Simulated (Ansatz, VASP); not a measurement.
## Two plane-wave programs on Al4Ni3Pd

```
Al Ni Pd
1.0
     2.92566    0.00000    0.00000
     0.00000    2.92566    0.00000
     0.00000    0.00000   11.89746
Al Ni Pd
4 3 1
Direct
  0.00000 0.00000 0.87990
  0.00000 0.00000 0.12010
  0.00000 0.00000 0.35977
  0.00000 0.00000 0.64023
  0.50000 0.50000 0.00000
  0.50000 0.50000 0.23974
  0.50000 0.50000 0.76026
  0.50000 0.50000 0.50000
```

Alike in both runs: task single point; functional PBE; k mesh 12 × 12 × 4; occupations gaussian, width 0.1 eV; no spin polarisation.

```csv
,VASP,Ansatz
version,VASP 6.6.1,Ansatz 0.2.0
potentials or method,"VASP PAW PBE potentials, release 64 (Al, Ni, Pd), cutoff 520 eV","scalar-relativistic, plane waves, PAW"
valence electrons in the cell,52,84
```

|  | VASP | Ansatz | Ansatz less VASP |
| --- | --- | --- | --- |
| gap on the k mesh at the Fermi level (eV) | none | none | - |
| pressure (GPa) | 0.0 | 0.0 | +0.02 |

A gap of «none» marks a metal or a gap that the smearing closes. The functional is the same, so the differences come from potentials, cutoffs and numerics. VASP's potentials hold 52 valence electrons a cell and Ansatz's 84, so a difference there can come from the potentials and not from the codes.
